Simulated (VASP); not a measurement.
Here is a VASP 6.6.1 calculation.

File INCAR:

```
SYSTEM = Mg
ALGO     = Normal         ! electronic algorithm
EDIFF    = 1E-7           ! SCF threshold, eV
ENCUT    = 520            ! plane-wave cutoff, eV
GGA      = PS             ! functional
ISIF     = 2              ! what is computed and relaxed
ISMEAR   = -1             ! smearing method
LASPH    = .TRUE.         ! aspherical terms in the spheres
LCHARG   = .FALSE.        ! write CHGCAR
LREAL    = .FALSE.        ! projectors in reciprocal space
LWAVE    = .FALSE.        ! write WAVECAR
NBANDS   = 7              ! bands
NELM     = 100            ! most SCF steps
PREC     = Accurate       ! precision mode
SIGMA    = 0.15           ! smearing width, eV
```

Contents of KPOINTS:

```
k-points
0
G
  11 11 9
  0 0 0
```

The input POSCAR:

```
Mg
1.0
    3.1101249922      0.0000000000      0.0000000000
   -1.5550624961      2.6934469574      0.0000000000
    0.0000000000      0.0000000000      3.1045558670
Mg
1
Direct
    0.0000000000      0.0000000000      0.0000000000
```

Potentials or basis: VASP PAW PBE potentials, release 64 (Mg).

Launch:

```bash
$ cat potpaw_PBE.64/Mg/POTCAR > POTCAR
$ mpirun -np 1 vasp_std > vasp.out
```

**Question.** What does it give for the band gap on the k mesh?

**Answer.** Zero (band 1 reaches 4.10 eV, above the bottom of band 2 at 0.33 eV).

**Question.** Predict the pressure.

**Answer.** -1.0 GPa.

Caveat: the PAW data sets were made with another functional, which shifts forces and pressure a little.
